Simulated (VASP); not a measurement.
Crystal: ZnS.

```xyz
8
Lattice="3.8977 0.0000 0.0000 -1.9488 3.3755 0.0000 0.0000 0.0000 12.7656" Properties=species:S:1:pos:R:3 pbc="T T T"
Zn    1.9488    1.1252    9.5742
Zn    0.0000    2.2503    3.1914
Zn    0.0000    0.0000    6.3828
Zn    0.0000    0.0000    0.0000
S     1.9488    1.1252   11.9677
S     0.0000    2.2503    5.5849
S     0.0000    0.0000    8.7763
S     0.0000    0.0000    2.3935
```

Base run:

| Quantity | Value |
| --- | --- |
| Program | VASP 6.6.1 |
| Functional | PBE |
| Dispersion | D4 |
| Potentials or basis | VASP PAW PBE potentials, release 64 (Zn, S) |
| Cutoff | 520 eV |
| k mesh | 8 × 8 × 3 |
| Occupations | fermi-dirac, width 0.05 eV |
| Spin | no spin polarisation |

Its results: band gap on the k mesh 1.88 eV; pressure -4.8 GPa; largest force 0.031 eV/Å.

Q: The run is repeated on the same cell with these changes: dispersion from D4 to none. What comes out?

A: Band gap on the k mesh 1.88 eV; pressure -2.4 GPa; largest force 0.030 eV/Å.

Dispersion adds attraction, which lowers the pressure at fixed volume and, as a term added to the energy, leaves the levels alone.

Caveats: an odd mesh through Γ misses points on the zone boundary, where band edges can lie; the cell stands under tension (at least some runs).
